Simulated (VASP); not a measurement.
**NaAl2Rh3: single point with PBE**

Crystal: NaAl2Rh3.

```
Na Al Rh
1.0
     5.57046    0.00000    0.00000
    -2.78523    4.82416    0.00000
     0.00000    0.00000    3.84063
Na Al Rh
1 2 3
Direct
  0.00000 0.00000 0.00000
  0.33333 0.66667 0.00000
  0.66667 0.33333 0.00000
  0.50000 0.00000 0.50000
  0.00000 0.50000 0.50000
  0.50000 0.50000 0.50000
```

The cell was built from a structure type or drawn by symmetry, and may not be a known phase.

```json
{
  "Program": "VASP 6.6.1",
  "Task": "single point",
  "Functional": "PBE",
  "Potentials or basis": "VASP PAW PBE potentials, release 64 (Na_pv, Al, Rh_pv)",
  "Cutoff": "500 eV",
  "k mesh": "12 × 12 × 10",
  "Occupations": "gaussian, width 0.1 eV",
  "Spin": "no spin polarisation"
}
```

```yaml
Pressure: 0.1 GPa
Band_gap_on_the_k_mesh: zero (bands 29 and 30 overlap by 1.21 eV)
```

Levels at points of the mesh, in eV from the Fermi level:
```csv
k point,band 26,band 27,band 28,band 29,band 30,band 31,band 32,band 33
"(0.00, 0.00, 0.00)",-0.21,-0.17,-0.17,0.58,0.58,1.33,1.81,3.58
"(0.50, 0.00, 0.00)",-1.35,-1.18,-0.37,-0.23,0.19,2.29,4.08,5.05
"(0.00, 0.00, 0.50)",-0.42,-0.09,-0.09,-0.01,-0.01,0.11,1.33,3.81
"(0.50, 0.00, 0.50)",-1.03,-0.93,-0.73,-0.63,-0.19,-0.12,0.79,2.75
```

Run time: 4.1 min on 1 thread of Intel(R) Xeon(R) 6975P-C (Granite Rapids), on a shared host, peak memory 0.46 GiB.
